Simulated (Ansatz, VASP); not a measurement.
## Two plane-wave programs on SiC

```
CELL_PARAMETERS angstrom
2.91052 0.00000 0.00000
-1.45526 2.52058 0.00000
0.00000 0.00000 4.77753
ATOMIC_POSITIONS crystal
Si 0.33333 0.66667 0.99970
Si 0.66667 0.33333 0.49970
C 0.33333 0.66667 0.37530
C 0.66667 0.33333 0.87530
```

Change from the starting cell: hydrostatic strain -5.4%.

Alike in both runs: task single point; functional HSE06; k mesh 6 × 6 × 4; no spin polarisation.

|  | VASP | Ansatz |
| --- | --- | --- |
| version | VASP 6.6.1 | Ansatz 0.2.0 |
| potentials or method | VASP PAW PBE potentials, release 64 (Si, C) | plane waves, PAW |
| plane-wave cutoff (eV) | 520 | 420 |
| occupations | gaussian, width 0.01 eV | fixed |
| valence electrons in the cell | 16 | 16 |

|  | VASP | Ansatz | Ansatz less VASP |
| --- | --- | --- | --- |
| gap on the k mesh at the Fermi level (eV) | 2.88 | 2.88 | 0.000 |
| pressure (GPa) | 49.8 | 50.5 | +0.68 |
| traceless stress, the component that is largest in VASP (GPa) | -1.15 | -1.21 | -0.060 |
| rms of the force components (eV/Å) | 0.011 | 0.012 | +0.0006 |

Atom by atom the forces differ by 0.001 eV/Å (rms over components). Both programs put the cell under a high pressure, so it lies far from rest at this level. Ansatz's warnings: stress exchange threshold loose, stress scf threshold loose.
